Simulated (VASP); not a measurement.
## Bi: single point with PBEsol

The system is Bi.

```
Bi
1.0
     2.26231    1.30615    3.88351
    -2.26231    1.30615    3.88351
     0.00000   -2.61229    3.88351
Bi
2
Direct
  0.23665 0.23665 0.23665
  0.76335 0.76335 0.76335
```

```yaml
Program: VASP 6.6.1
Task: single point
Functional: PBEsol
Potentials_or_basis: VASP PAW PBE potentials, release 64 (Bi_d)
Cutoff: 520 eV
k_mesh: 9 × 9 × 9
Occupations: fermi-dirac, width 0.1 eV
Spin: non-collinear spin, zero start, spin-orbit coupling
Starting_moments: "[[0.0, 0.0, 0.0], [0.0, 0.0, 0.0]] μB"
```

```json
{"Pressure": "0.8 GPa", "Largest force": "0.009 eV/Å", "Net moment": "0.00 μB per cell", "Valence electrons inside the program's atomic spheres": "Bi 12.80"}
```

Forces in eV/Å, atoms in the order of the input:
```
Bi   0.000  0.000 -0.009
Bi   0.000  0.000  0.009
```

Stress tensor (GPa, compression positive):
```
0.88 0.00 0.00
0.00 0.88 0.00
0.00 0.00 0.74
```

Moments on the atoms (μB; x, y, z):
```
Bi  0.00 0.00 0.00
Bi  0.00 0.00 0.00
```

Run time: 11 min on 1 thread of Oxide Virtual Turin-like Processor, on a shared host, peak memory 0.54 GiB.

Caveat: the PAW data sets were made with another functional, which shifts forces and pressure a little.
